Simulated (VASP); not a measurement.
# ZrS (I4mm) in VASP: further runs

ZrS is run at these levels: r2SCAN; tasks: single point.

Program: VASP 6.6.1. These are calculated values, not measurements. Logs are shortened: lines on timing, memory, paths and dates and some standing lists are left out, and cuts for length are marked.

## 1. The cell of the first run

The structure is tetragonal, space group I4mm (No. 107). Conventional cell: a = 3.712 Å, b = 3.712 Å, c = 5.250 Å, α = 90.00°, β = 90.00°, γ = 90.00°. Within 2.9 Å of Zr (site symmetry 4mm) lie 5 S at 2.19 to 2.66 Å. Within 2.9 Å of S (site symmetry 4mm) lie 5 Zr at 2.19 to 2.66 Å.

## 2. Single point, r2SCAN

The input, POSCAR:

```
ZrS
1.0
    0.0000000000      2.6250000000      2.6250000000
    2.6250000000      0.0000000000      2.6250000000
    2.6250000000      2.6250000000      0.0000000000
Zr S
1 1
Direct
   -0.0833333333     -0.0833333333      0.0833333333
    0.5000000000      0.5000000000      0.5000000000
```

The input, INCAR.step1:

```
SYSTEM = ZrS
PREC = Accurate ; ENCUT = 550
ISMEAR = 0 ; SIGMA = 0.15
LREAL = .False. ; LASPH = .True.
NELM = 120 ; NBANDS = 16
GGA = PE ; ALGO = Normal
EDIFF = 1E-5 ; LWAVE = .True.
LCHARG = .False. ; GGA_COMPAT = .False.
```

The input, INCAR.step2:

```
SYSTEM = ZrS
PREC = Accurate ; ENCUT = 550
EDIFF = 1E-6 ; ISMEAR = 0
SIGMA = 0.15 ; LREAL = .False.
LASPH = .True. ; NELM = 120
ALGO = Normal ; ISIF = 2
LWAVE = .False. ; LCHARG = .False.
METAGGA = R2SCAN ; LMIXTAU = .True.
NBANDS = 16 ; ISTART = 1
GGA_COMPAT = .False.
```

The input, KPOINTS:

```
Automatic mesh
0
Gamma
  16 16 16
  0 0 0
```

Potentials or basis: VASP PAW PBE potentials, release 64 (Zr_sv, S).

Run with:

```bash
$ cat potpaw_PBE.64/Zr_sv/POTCAR potpaw_PBE.64/S/POTCAR > POTCAR
$ cp INCAR.step1 INCAR
$ mpirun -np 1 vasp_std > vasp.out
$ cp INCAR.step2 INCAR
$ mpirun -np 1 vasp_std > vasp.out
```

OUTCAR:

```text
SYSTEM = ZrS
   PREC = Accurate
   ENCUT = 550
   EDIFF = 1E-6
   ISMEAR = 0
   LREAL = .False.
   LASPH = .True.
   NELM = 120
   ISIF = 2
   METAGGA = R2SCAN
   ISTART = 1

 ion  position               nearest neighbor table
   1  0.917  0.917  0.083-   2 2.19   2 2.66   2 2.66   2 2.66   2 2.66   2 3.06
   2  0.500  0.500  0.500-   1 2.19   1 2.66   1 2.66   1 2.66   1 2.66   1 3.06

  LATTYP: Found a face centered cubic cell.
 ALAT       =     5.2500000000

  Lattice vectors:

 A1 = (   0.0000000000,   2.6250000000,   2.6250000000)
 A2 = (   2.6250000000,   0.0000000000,   2.6250000000)
 A3 = (   2.6250000000,   2.6250000000,   0.0000000000)

Analysis of symmetry for initial positions (statically):
=====================================================================
 Subroutine PRICEL returns:
 Original cell was already a primitive cell.

 Routine SETGRP: Setting up the symmetry group for a
 face centered cubic supercell.

 Subroutine GETGRP returns: Found  8 space group operations
 (whereof  8 operations were pure point group operations)
 out of a pool of 48 trial point group operations.

The static configuration has the point symmetry C_4v.

Analysis of symmetry for dynamics (positions and initial velocities):
=====================================================================
 Subroutine PRICEL returns:
 Original cell was already a primitive cell.

 Routine SETGRP: Setting up the symmetry group for a
 face centered cubic supercell.

 Subroutine GETGRP returns: Found  8 space group operations
 (whereof  8 operations were pure point group operations)
 out of a pool of 48 trial point group operations.

The dynamic configuration has the point symmetry C_4v.

 Subroutine INISYM returns: Found  8 space group operations
 (whereof  8 operations are pure point group operations),
 and found     1 'primitive' translations

----------------------------------------------------------------------------------------

                                     Primitive cell

  volume of cell :      36.1758

  direct lattice vectors                    reciprocal lattice vectors
     0.000000000  2.625000000  2.625000000    -0.190476190  0.190476190  0.190476190
     2.625000000  0.000000000  2.625000000     0.190476190 -0.190476190  0.190476190
     2.625000000  2.625000000  0.000000000     0.190476190  0.190476190 -0.190476190

  length of vectors
     3.712310601  3.712310601  3.712310601     0.329914440  0.329914440  0.329914440

  position of ions in fractional coordinates (direct lattice)
     0.916666667  0.916666667  0.083333333
     0.500000000  0.500000000  0.500000000

  ion indices of the primitive-cell ions
   primitive index   ion index
                 1           1
                 2           2

----------------------------------------------------------------------------------------

 KPOINTS: Automatic mesh

Automatic generation of k-mesh.
 Grid dimensions read from file:
 generate k-points for:   16   16   16

 Generating k-lattice:

  Cartesian coordinates                     Fractional coordinates (reciprocal lattice)
    -0.011904762  0.011904762  0.011904762     0.062500000  0.000000000  0.000000000
     0.011904762 -0.011904762  0.011904762     0.000000000  0.062500000  0.000000000
     0.011904762  0.011904762 -0.011904762     0.000000000  0.000000000  0.062500000

  Length of vectors
     0.020619652  0.020619652  0.020619652

  Shift w.r.t. Gamma in fractional coordinates (k-lattice)
     0.000000000  0.000000000  0.000000000

 Subroutine IBZKPT returns following result:
 ===========================================

 Found    349 irreducible k-points:

 Following reciprocal coordinates:
            Coordinates               Weight
  0.000000  0.000000  0.000000      1.000000
  0.062500  0.000000  0.000000      8.000000
  0.125000  0.000000  0.000000      8.000000
  0.187500  0.000000  0.000000      8.000000
  0.250000  0.000000  0.000000      8.000000
  0.312500  0.000000  0.000000      8.000000
[... 16 lines left out ...]
  0.000000  0.437500  0.062500     16.000000
  0.500000  0.062500  0.000000      8.000000
 [... further k-points ...]
   k-points           NKPTS =    349   k-points in BZ     NKDIM =    349   number of bands    NBANDS=     16
   number of dos      NEDOS =    301   number of ions     NIONS =      2
   total plane-waves  NPLWV =  21952
   dimension x,y,z NGX =    28 NGY =   28 NGZ =   28
   dimension x,y,z NGXF=    56 NGYF=   56 NGZF=   56
   ions per type =               1   1
   NGX,Y,Z   is equivalent  to a cutoff of  12.54, 12.54, 12.54 a.u.
   NGXF,Y,Z  is equivalent  to a cutoff of  25.08, 25.08, 25.08 a.u.
 SYSTEM =  ZrS
   PREC   = accura    normal or accurate (medium, high low for compatibility)
   ISTART =      1    job   : 0-new  1-cont  2-samecut
   ICHARG =      0    charge: 1-file 2-atom 10-const
   ISPIN  =      1    spin polarized calculation?
   LNONCOLLINEAR =      F non collinear calculations
   LSORBIT =      F    spin-orbit coupling
   LASPH  =      T    aspherical Exc in radial PAW
   ENCUT  =  550.0 eV  40.42 Ry    6.36 a.u.   7.10  7.10  7.10*2*pi/ulx,y,z
   NELM   =    120;   NELMIN=  2; NELMDL=  0     # of ELM steps
   EDIFF  = 0.1E-05   stopping-criterion for ELM
   LREAL  =      F    real-space projection
   EDIFFG = 0.1E-04   stopping-criterion for IOM
   NSW    =      0    number of steps for IOM
   IBRION =     -1    ionic relax: 0-MD 1-quasi-New 2-CG
   NFREE  =      0    steps in history (QN), initial steepest desc. (CG)
   ISIF   =      2    stress and relaxation
   ISYM   =      2    0-nonsym 1-usesym 2-fastsym
   POTIM  = 0.5000    time-step for ionic-motion
   TEBEG  =    0.0;   TEEND  =   0.0 temperature during run
   PSTRESS=    0.0 pullay stress
   NELECT =      18.0000    total number of electrons
   NUPDOWN=      -1.0000    fix difference up-down
   EMIN   =  10.00;   EMAX   =-10.00  energy-range for DOS
   EFERMI =   0.00;   METHOD = LEGACY
   ISMEAR =     0;   SIGMA  =   0.15  broadening in eV -4-tet -1-fermi 0-gaus
   EFERMI_NEDOS =   21; number of points for ismear=-14 and -15
   IALGO  =     38    algorithm
   IMIX   =      4    mixing-type and parameters
     AMIX     =   0.40;   BMIX     =  1.00
     AMIX_MAG =   1.60;   BMIX_MAG =  1.00
  volume/ion in A,a.u.               =      18.09       122.06
  Fermi-wavevector in a.u.,A,eV,Ry     =   1.297258  2.451462 22.896950  1.682878
  Thomas-Fermi vector in A             =   2.428662
   LORBIT       =      0    0 simple, 1 ext, 2 COOP (PROOUT), +10 PAW based schemes
   METAGGA = R2SCAN    functional components
   LHFCALC =     F    Hartree Fock is set to
   AEXX    =    0.0000 exact exchange contribution
   IVDW    =     0    specifies the selected vdW correction
   LEPSILON=     F    determine dielectric tensor
   LRPA    =     F    only Hartree local field effects (RPA)
 non-spin polarized calculation
 Gauss-broadening in eV      SIGMA  =   0.15
  energy-cutoff  :      550.00
  volume of cell :       36.18
 maximum number of plane-waves:      1072
   NGX = 15   NGY = 15   NGZ = 15

 number of electron      18.0000001 magnetization

 Free energy of the ion-electron system (eV)
  ---------------------------------------------------
  ext. energy  EPLUGINS =         0.00000000
  ---------------------------------------------------
  free energy    TOTEN  =       -33.09744727 eV

  energy without entropy =      -33.08362863  energy(sigma->0) =      -33.09053795

 E-fermi :  10.6806     XC(G=0): -11.9174

 val. band max:       10.6766876941   @ k =   0.0000  -0.3750   0.2500
 cond. band min:      10.6842594568   @ k =   0.0000   0.3125   0.0625
 fundamental gap:      0.0075717628
 Fermi energy:        10.6805560098

 k-point     1 :       0.0000    0.0000    0.0000
  band No.  band energies     occupation
      1     -40.7933      2.00000
      2     -18.3417      2.00000
      3     -18.0620      2.00000
      4     -18.0620      2.00000
      5      -5.8407      2.00000
      6       5.7982      2.00000
[... 8 lines left out ...]
     15      17.5125      0.00000
     16      23.2997      0.00000

 k-point     2 :       0.0625    0.0000    0.0000
  band No.  band energies     occupation
      1     -40.7922      2.00000
      2     -18.3488      2.00000
      3     -18.0715      2.00000
      4     -18.0635      2.00000
      5      -5.7910      2.00000
      6       5.4801      2.00000
[... 8 lines left out ...]
     15      17.6785      0.00000
     16      22.8736      0.00000

 k-point     3 :       0.1250    0.0000    0.0000
  band No.  band energies     occupation
      1     -40.7890      2.00000
      2     -18.3707      2.00000
      3     -18.0963      2.00000
      4     -18.0676      2.00000
      5      -5.6477      2.00000
      6       4.9974      2.00000
[... 8 lines left out ...]
     15      18.1148      0.00000
     16      21.9514      0.00000

 k-point     4 :       0.1875    0.0000    0.0000
  band No.  band energies     occupation
      1     -40.7843      2.00000
      2     -18.4083      2.00000
      3     -18.1278      2.00000
      4     -18.0738      2.00000
      5      -5.4271      2.00000
      6       4.4393      2.00000
[... 8 lines left out ...]
     15      18.6027      0.00000
     16      21.0214      0.00000
[... 324 lines left out ...]
 k-point    22 :       0.4375    0.0625    0.0000
  band No.  band energies     occupation
      1     -40.7655      2.00000
      2     -18.5963      2.00000
      3     -18.1985      2.00000
      4     -18.1033      2.00000
      5      -4.4809      2.00000
      6       2.7154      2.00000
[... 8 lines left out ...]
     15      18.5477      0.00000
     16      18.7510      0.00000

 k-point    23 :       0.0000    0.4375    0.0625
  band No.  band energies     occupation
      1     -40.7656      2.00000
      2     -18.5821      2.00000
      3     -18.2102      2.00000
      4     -18.1023      2.00000
      5      -4.4901      2.00000
      6       2.6921      2.00000
[... 8 lines left out ...]
     15      18.3011      0.00000
     16      18.9272      0.00000

 k-point    24 :       0.5000    0.0625    0.0000
  band No.  band energies     occupation
      1     -40.7637      2.00000
      2     -18.6095      2.00000
      3     -18.2110      2.00000
      4     -18.1031      2.00000
      5      -4.3824      2.00000
      6       2.5435      2.00000
[... 8 lines left out ...]
     15      18.6988      0.00000
     16      18.9522      0.00000

 [... further k-points ...]

------------------------ aborting loop because EDIFF is reached ----------------------------------------

  FORCE on cell =-STRESS in cart. coord.  units (eV):
  Direction    XX          YY          ZZ          XY          YZ          ZX
  --------------------------------------------------------------------------------------
  -------------------------------------------------------------------------------------
  Total       -1.0444886     -1.0444886      9.4225762      0.0000000      0.0000000      0.0000000
  in kB      -46.2590125    -46.2590125    417.3133918      0.0000000      0.0000000      0.0000000
  external PRESSURE =     108.2651223 kB  Pullay stress =       0.0000000 kB

 VOLUME and BASIS-vectors are now :
 -----------------------------------------------------------------------------
  energy-cutoff  :      550.00
  volume of cell :       36.18
      direct lattice vectors                 reciprocal lattice vectors
     0.000000000  2.625000000  2.625000000    -0.190476190  0.190476190  0.190476190
     2.625000000  0.000000000  2.625000000     0.190476190 -0.190476190  0.190476190
     2.625000000  2.625000000  0.000000000     0.190476190  0.190476190 -0.190476190

 POSITION                                       TOTAL-FORCE (eV/Angst)
 -----------------------------------------------------------------------------------
      2.62500      2.62500      4.81250         0.000000      0.000000      5.150483
      2.62500      2.62500      2.62500         0.000000      0.000000     -5.150483
 -----------------------------------------------------------------------------------
    total drift:                               -0.000000     -0.000000      0.000341

  FREE ENERGIE OF THE ION-ELECTRON SYSTEM (eV)
  ---------------------------------------------------
  free  energy   TOTEN  =       -33.0974472672 eV

  energy  without entropy=      -33.0836286269  energy(sigma->0) =      -33.09053795
```

Wall time 6.9 min (1 thread of Intel Xeon Platinum 8559C (Emerald Rapids), shared host); peak memory 0.33 GiB.

Results:

| Item | Value |
| --- | --- |
| Free energy | -33.0974 eV |
| Pressure | 10.8 GPa |
| Largest force | 5.150 eV/Å |
| Band gap on the k mesh | zero (bands 9 and 10 overlap by 1.80 eV) |

Forces on the atoms (eV/Å):
```
Zr   0.000  0.000  5.150
S    0.000  0.000 -5.150
```

Caveat: the cell differs from its parent crystal (all Zr atoms moved +0.438 Å, as atom 1 towards its neighbour atom 2 (S) at 2.625 Å); the cell stands under pressure; the PAW data sets were made with another functional, which shifts forces and pressure a little.

## 3. Single point, r2SCAN

Changes to POSCAR since step 2:

```diff
@@ -8,3 +8,3 @@
 Direct
-   -0.0833333333     -0.0833333333      0.0833333333
+   -0.0595238095     -0.0595238095      0.0595238095
     0.5000000000      0.5000000000      0.5000000000
```

The input, INCAR.step1:

```
PREC     = Accurate       # precision mode
ENCUT    = 550            # plane-wave cutoff, eV
ISMEAR   = 0              # smearing method
SIGMA    = 0.15           # smearing width, eV
LREAL    = F              # projectors in reciprocal space
LASPH    = T              # aspherical terms in the spheres
NELM     = 120            # most SCF steps
NBANDS   = 16             # bands
GGA      = PE             # functional
ALGO     = Normal         # electronic algorithm
EDIFF    = 1E-5           # SCF threshold, eV
LWAVE    = T              # write WAVECAR
LCHARG   = F              # write CHGCAR
GGA_COMPAT= F
```

The input, INCAR.step2:

```
PREC     = Accurate       # precision mode
ENCUT    = 550            # plane-wave cutoff, eV
EDIFF    = 1E-6           # SCF threshold, eV
ISMEAR   = 0              # smearing method
SIGMA    = 0.15           # smearing width, eV
LREAL    = F              # projectors in reciprocal space
LASPH    = T              # aspherical terms in the spheres
NELM     = 120            # most SCF steps
ALGO     = Normal         # electronic algorithm
ISIF     = 2              # what is computed and relaxed
LWAVE    = F              # write WAVECAR
LCHARG   = F              # write CHGCAR
METAGGA  = R2SCAN         # meta-GGA
LMIXTAU  = T            
NBANDS   = 16             # bands
ISTART   = 1            
GGA_COMPAT= F
```

The input, KPOINTS:

```
Automatic mesh
0
Gamma
  16 16 16
```

Potentials or basis: VASP PAW PBE potentials, release 64 (Zr_sv, S).

Run with:

```bash
$ cat potpaw_PBE.64/Zr_sv/POTCAR potpaw_PBE.64/S/POTCAR > POTCAR
$ cp INCAR.step1 INCAR
$ mpirun -np 1 vasp_std > vasp.out
$ cp INCAR.step2 INCAR
$ mpirun -np 1 vasp_std > vasp.out
```

OUTCAR:

```text
PREC = Accurate
   ENCUT = 550
   EDIFF = 1E-6
   ISMEAR = 0
   LREAL = F
   LASPH = T
   NELM = 120
   ISIF = 2
   METAGGA = R2SCAN
   ISTART = 1

 ion  position               nearest neighbor table
   1  0.940  0.940  0.060-   2 2.31   2 2.64   2 2.64   2 2.64   2 2.64   2 2.94
   2  0.500  0.500  0.500-   1 2.31   1 2.64   1 2.64   1 2.64   1 2.64   1 2.94

  LATTYP: Found a face centered cubic cell.
 ALAT       =     5.2500000000

  Lattice vectors:

[... 640 lines left out ...]

 [... further k-points ...]

------------------------ aborting loop because EDIFF is reached ----------------------------------------

  FORCE on cell =-STRESS in cart. coord.  units (eV):
  Direction    XX          YY          ZZ          XY          YZ          ZX
  --------------------------------------------------------------------------------------
  -------------------------------------------------------------------------------------
  Total       -0.7782613     -0.7782613      4.3341209      0.0000000      0.0000000     -0.0000000
  in kB      -34.4681581    -34.4681581    191.9524597      0.0000000      0.0000000     -0.0000000
  external PRESSURE =      41.0053811 kB  Pullay stress =       0.0000000 kB

 VOLUME and BASIS-vectors are now :
 -----------------------------------------------------------------------------
  energy-cutoff  :      550.00
  volume of cell :       36.18
      direct lattice vectors                 reciprocal lattice vectors
     0.000000000  2.625000000  2.625000000    -0.190476190  0.190476190  0.190476190
     2.625000000  0.000000000  2.625000000     0.190476190 -0.190476190  0.190476190
     2.625000000  2.625000000  0.000000000     0.190476190  0.190476190 -0.190476190

 POSITION                                       TOTAL-FORCE (eV/Angst)
 -----------------------------------------------------------------------------------
      2.62500      2.62500      4.93750         0.000000      0.000000      2.599712
      2.62500      2.62500      2.62500         0.000000      0.000000     -2.599712
 -----------------------------------------------------------------------------------
    total drift:                               -0.000000     -0.000000      0.000233

  FREE ENERGIE OF THE ION-ELECTRON SYSTEM (eV)
  ---------------------------------------------------
  free  energy   TOTEN  =       -33.5697940093 eV

  energy  without entropy=      -33.5558315114  energy(sigma->0) =      -33.56281276
```

OSZICAR.step1:

```text
N       E                     dE             d eps       ncg     rms          rms(c)
DAV:   1     0.115425325363E+03    0.11543E+03   -0.92431E+03 11168   0.111E+03
DAV:   2    -0.948439555148E+01   -0.12491E+03   -0.12058E+03 14528   0.286E+02
DAV:   3    -0.159976398177E+02   -0.65132E+01   -0.64654E+01 20264   0.513E+01
DAV:   4    -0.160448183268E+02   -0.47179E-01   -0.47157E-01 13248   0.498E+00
DAV:   5    -0.160455793926E+02   -0.76107E-03   -0.76105E-03 15960   0.481E-01    0.164E+01
DAV:   6    -0.151366734551E+02    0.90891E+00   -0.19289E+00 14096   0.980E+00    0.758E+00
DAV:   7    -0.151071462423E+02    0.29527E-01   -0.21418E-01 16376   0.303E+00    0.315E+00
DAV:   8    -0.151044873008E+02    0.26589E-02   -0.27837E-02 13120   0.121E+00    0.354E-01
DAV:   9    -0.151038730464E+02    0.61425E-03   -0.25401E-03 14088   0.333E-01    0.189E-01
DAV:  10    -0.151039291024E+02   -0.56056E-04   -0.42033E-04 13864   0.193E-01    0.634E-02
DAV:  11    -0.151039225160E+02    0.65864E-05   -0.46843E-05 14024   0.606E-02
   1 F= -.15103923E+02 E0= -.15096730E+02  d E =-.143859E-01
```

Wall time 7 min (1 thread of Intel Xeon Platinum 8559C (Emerald Rapids), shared host); peak memory 0.33 GiB.

Results:

| Quantity | Value |
| --- | --- |
| Free energy | -33.5698 eV |
| Pressure | 4.1 GPa |
| Largest force | 2.600 eV/Å |
| Band gap on the k mesh | zero (bands 9 and 10 overlap by 2.16 eV) |

Forces in eV/Å, atoms in the order of the input:
```
Zr   0.000  0.000  2.600
S    0.000  0.000 -2.600
```

Levels at points of the mesh, in eV from the Fermi level:
```
           k point  band 5  band 6  band 7  band 8  band 9  band 10  band 11  band 12  band 13  band 14
(0.00, 0.00, 0.00)  -16.64   -4.58   -4.46   -4.46   -1.15    -0.54    -0.54    -0.44     0.62     2.30
(0.50, 0.00, 0.00)  -15.12   -8.33   -6.27   -6.21    1.14     1.54     1.72     2.31     4.63     5.74
(0.50, 0.50, 0.00)  -15.75   -6.43   -4.84   -4.84   -3.38     0.88     2.10     2.44     2.44     3.93
(0.00, 0.50, 0.50)  -15.76   -6.66   -5.75   -4.93   -2.33     1.02     2.49     2.57     3.22     3.44
```

Caveat: the cell differs from its parent crystal (all Zr atoms moved +0.312 Å, as atom 1 towards its neighbour atom 2 (S) at 2.625 Å); the cell stands under pressure; the PAW data sets were made with another functional, which shifts forces and pressure a little.
